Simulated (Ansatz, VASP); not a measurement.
## One calculation of SnBiO2, two programs

```
Sn Bi O
1.0
     3.99581    0.00000    0.00000
     0.00000    3.99581    0.00000
     0.00000    0.00000    5.72645
Sn Bi O
1 1 2
Cartesian
  1.9979 1.9979 2.8632
  0.0000 0.0000 0.0000
  0.0000 1.9979 1.3932
  1.9979 0.0000 4.3333
```

Change from the starting cell: species swapped into the InAgTe2 type (P-4m2, No. 115).

Alike in both runs: task single point; functional PBE; k mesh 4 × 4 × 4; occupations gaussian, width 0.1 eV; no spin polarisation.

|  | VASP | Ansatz |
| --- | --- | --- |
| version | VASP 6.6.1 | Ansatz 0.2.0 |
| potentials or method | VASP PAW PBE potentials, release 64 (Sn_d, Bi_d, O), cutoff 520 eV | scalar-relativistic, plane waves, PAW |
| valence electrons in the cell | 41 | 41 |

VASP gave:

- gap on the k mesh at the Fermi level (eV): none
- pressure (GPa): -4.6
- traceless stress, the component that is largest in VASP (GPa): -0.16
- rms of the force components (eV/Å): 0.077

Task: Which values does Ansatz return?

Result: gap on the k mesh at the Fermi level (eV): none; pressure (GPa): -4.6; traceless stress, the component that is largest in VASP (GPa): -0.16; rms of the force components (eV/Å): 0.079.

Atom by atom the forces differ by 0.002 eV/Å (rms over components). A gap of «none» marks a metal or a gap that the smearing closes.

The k mesh is coarse, so the values compare programs but aren't converged. Neither program's run includes spin-orbit coupling.
